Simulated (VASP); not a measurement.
Set up this calculation in VASP 6.6.1, as the native input.

- Task: relaxation of cell and atoms
- Functional: PBE
- Potentials or basis: VASP PAW PBE potentials, release 64 (Tl_d)
- Cutoff: 600 eV
- k mesh: 13 × 13 × 13
- Occupations: fermi-dirac, width 0.08 eV
- Spin: no spin polarisation
- Dipole correction: no
- Further INCAR settings: ALGO = Normal; EDIFF = 1e-06; IBRION = 2; EDIFFG = -0.005; NSW = 100; ISIF = 3

The structure of Tl lies in POSCAR:

```
Tl
1.0
    3.2195088072      0.0000000000      0.0000000000
    0.0000000000      3.2195088072      0.0000000000
    0.0000000000      0.0000000000      3.2195088072
Tl
1
Direct
    0.0000000000      0.0000000000      0.0000000000
```

One way to write it, as run:

INCAR

```
PREC = Accurate ; ENCUT = 600
EDIFF = 1E-6 ; ISMEAR = -1
SIGMA = 0.08 ; LREAL = False
LASPH = True ; NELM = 100
ALGO = Normal ; ISIF = 3
LWAVE = False ; LCHARG = False
GGA = PE ; IBRION = 2
NSW = 100 ; EDIFFG = -0.005
```

KPOINTS

```
regular mesh
0
Gamma
  13 13 13
```

Potentials or basis: VASP PAW PBE potentials, release 64 (Tl_d).

Command:

```console
$ cat potpaw_PBE.64/Tl_d/POTCAR > POTCAR
$ mpirun -np 1 vasp_std > vasp.out
```

Results of the run:

* Relaxed volume: 34.36 Å³/atom
* Relaxed cell: a = 3.251 Å, b = 3.251 Å, c = 3.251 Å, α = 90.00°, β = 90.00°, γ = 90.00°
* Space group after relaxing (to 0.05 Å): Pm-3m (No. 221)
* Energy gained by relaxing: 2.1 meV/atom
* Ionic steps: 3
* Pressure after relaxing: 0.0 GPa

Wall time 64 s on 1 thread of Intel(R) Xeon(R) Platinum 8175M CPU @ 2.50GHz (Skylake/Cascade Lake) (shared host), peak memory 0.18 GiB.
